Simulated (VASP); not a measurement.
A run of VASP 6.6.1:

The input INCAR:

```
ALGO = Normal
EDIFF = 1E-7
ENCUT = 520
GGA = PE
ISIF = 2
ISMEAR = 0
LASPH = True
LCHARG = False
LREAL = False
LWAVE = False
NBANDS = 13
NELM = 100
PREC = Accurate
SIGMA = 0.1
```

KPOINTS

```
k-points
0
Gamma
  6 6 6
```

Contents of POSCAR:

```
S
1.0
    0.0000000000      3.2008828057      5.0383430341
    1.8479943984      0.0000000000      5.0383430341
    1.8479943984      3.2008828057      0.0000000000
S
2
Direct
    0.1666700000      0.8333300000      0.1666700000
    0.8333300000      0.1666700000      0.8333300000
```

Potentials or basis: VASP PAW PBE potentials, release 64 (S).

Command:

```sh
$ cat potpaw_PBE.64/S/POTCAR > POTCAR
$ mpirun -np 1 vasp_std > vasp.out
```

Hardware: 1 thread of Intel(R) Xeon(R) 6975P-C (Granite Rapids), on a shared host.

Question: Estimate the wall time of this run.

Answer: Run time: 15 s on 1 thread of Intel(R) Xeon(R) 6975P-C (Granite Rapids) (shared host), peak memory 0.21 GiB. Counts: scf iterations 12, k points 46.
